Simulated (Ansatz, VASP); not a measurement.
# Te2Mo: VASP and Ansatz over several settings

```
Te Mo
1.0
     6.33000    0.00000    0.00000
     0.00000    3.46900    0.00000
    -0.94679    0.00000   13.82762
Te Mo
8 4
Direct
  0.94370 0.75000 0.60450
  0.05630 0.25000 0.39550
  0.90300 0.25000 0.85140
  0.09700 0.75000 0.14860
  0.41120 0.75000 0.89550
  0.58880 0.25000 0.10450
  0.44320 0.25000 0.64840
  0.55680 0.75000 0.35160
  0.81670 0.75000 0.99260
  0.18330 0.25000 0.00740
  0.68190 0.25000 0.49340
  0.31810 0.75000 0.50660
```

Single points on this cell with VASP 6.6.1 and Ansatz 0.2.0. Each row is one pair of runs. Alike in all rows: spin: off; smearing: fermi-dirac, width 0.05 eV; VASP's potentials, cutoff: VASP PAW PBE potentials, release 64 (Te, Mo_sv), 520 eV; Ansatz's potentials, cutoff: Ansatz PAW, 420 eV.

| level | k mesh | gap on the k mesh at the Fermi level (eV), VASP | gap on the k mesh at the Fermi level (eV), Ansatz | pressure (GPa), VASP | pressure (GPa), Ansatz | rms of the force components (eV/Å), VASP | rms of the force components (eV/Å), Ansatz |
| --- | --- | --- | --- | --- | --- | --- | --- |
| PBE | 2 × 4 × 1 | none | none | 2.5 | 2.5 | 0.136 | 0.134 |
| RPBE+D3(BJ) | 4 × 8 × 2 | none | none | -17.6 | -17.5 | 0.389 | 0.391 |
| PBE | 4 × 8 × 2 | none | none | 2.5 | 2.5 | 0.071 | 0.070 |

Pressure (GPa): the two programs differ by at most 0.06; rms of the force components (eV/Å): the two programs differ by at most 0.002.

VASP's potentials hold 104 valence electrons a cell and Ansatz's 184, so a difference there can come from the potentials and not from the codes.

A gap of «none» marks a metal or a gap that the smearing closes.

The k mesh is coarse in some rows, so the values compare programs but aren't converged. Spin-orbit coupling is off throughout.
